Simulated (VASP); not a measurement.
O: single point with PBEsol

The system is O.

```xyz
16
Lattice="-2.9386 5.0898 0.0000 2.9386 5.0898 0.0000 0.0000 3.3932 -7.0366" Properties=species:S:1:pos:R:3 pbc="T T T"
O     0.3712    2.4320   -3.0578
O    -0.0653    3.8432   -5.2099
O    -1.2424    5.1957   -3.4635
O    -0.9415    6.1528   -6.9374
O     2.2770    4.7827   -2.9667
O     2.7864    6.6526   -6.5954
O     0.4789    6.3520   -3.1412
O     0.1632    7.9772   -8.5220
O    -0.7974    5.0846   -0.8193
O     0.6299    6.1467   -4.3005
O    -1.0037    8.4848   -0.4653
O    -0.7445    9.5700   -4.0711
O     2.7920    7.1661   -0.4118
O     1.3593    9.1082   -3.3648
O    -0.5556   10.2214    0.8698
O     0.7220   12.1324   -4.0902
```

This cell differs from its parent crystal: dynamics (nvt langevin) at 2600 K, volume x 1.1, from the last frame before.

| Property | Result |
| --- | --- |
| Program | VASP 6.6.1 |
| Task | single point |
| Functional | PBEsol |
| Potentials or basis | VASP PAW PBE potentials, release 64 (O) |
| Cutoff | 520 eV |
| k mesh | 3 × 3 × 4, shifted |
| Occupations | fermi-dirac, width 0.2241 eV |
| Spin | no spin polarisation |

* Pressure: 10.8 GPa
* Largest force: 7.557 eV/Å
* Band gap on the k mesh: zero (bands 48 and 49 overlap by 0.02 eV)

Forces in eV/Å, atoms in the order of the input:
```
O   -1.048  1.019  2.992
O    2.430  2.529  5.517
O   -0.177 -0.195 -0.216
O   -3.282  2.880  2.982
O   -0.446  1.621  7.368
O   -1.325  0.520 -1.093
O    1.097  0.455  3.261
O   -1.459  1.165  1.408
O    1.725 -1.291 -0.913
O    0.369 -0.110 -3.633
O    0.435 -1.813 -0.418
O   -1.440 -0.840 -6.982
O    3.371 -2.478 -2.749
O    0.912 -0.649 -0.018
O   -1.897 -1.851 -4.718
O    0.734 -0.963 -2.787
```

Stress tensor (GPa, compression positive):
```
 7.70  0.97  1.52
 0.97  5.47  6.10
 1.52  6.10 19.27
```

Levels at points of the mesh, in eV from the Fermi level:
```
           k point  band 44  band 45  band 46  band 47  band 48  band 49  band 50  band 51  band 52  band 53
(0.00, 0.00, 0.12)    -0.65    -0.58    -0.33    -0.23    -0.08     0.10     0.22     0.32     0.50     0.62
```

Wall time 5 min on 1 thread of Intel(R) Xeon(R) 6975P-C (Granite Rapids) (shared host), peak memory 0.39 GiB.

Caveat: the k points lie up to 0.42 Å⁻¹ apart; the standard files for N, O and F lose accuracy on very short bonds; spin is off for a triplet molecule; the atoms stand as in a frame of molecular dynamics; this functional lacks dispersion, which holds the molecules together, so the pressure and a relaxed volume are unreliable; the PAW data sets were made with another functional, which shifts forces and pressure a little.
